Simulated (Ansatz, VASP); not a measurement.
One calculation of Ni, two programs

```
Ni
1.0
     0.00000    2.26648    2.26648
     2.26648    0.00000    2.26648
     2.26648    2.26648    0.00000
Ni
2
Cartesian
  -0.5666 -0.5666 -0.5666
  0.5666 0.5666 0.5666
```

Change from the starting cell: volume scaled by 0.7, LAPW.

Alike in both runs: task single point; functional PBE; k mesh 14 × 14 × 14; occupations fermi-dirac, width 0.1 eV; collinear spin.

|  | VASP | Ansatz |
| --- | --- | --- |
| version | VASP 6.6.1 | Ansatz 0.2.0 |
| potentials or method | VASP PAW PBE potentials, release 64 (Ni), cutoff 520 eV | all-electron LAPW, scalar-relativistic |

```csv
,VASP,Ansatz,Ansatz less VASP
pressure (GPa),71.6,75.2,+3.62
net moment per atom (μB),0.75,0.76,+0.009
size of the moment on the site where the two differ most (μB),0.73,0.78,+0.053
```

Site moments also hang on the region over which each program counts them. Both programs put the cell under a high pressure, so it lies far from rest at this level. Ansatz ran all-electron here, and VASP with PAW potentials.

Noted on VASP's run: the cell as given lies far from equilibrium.
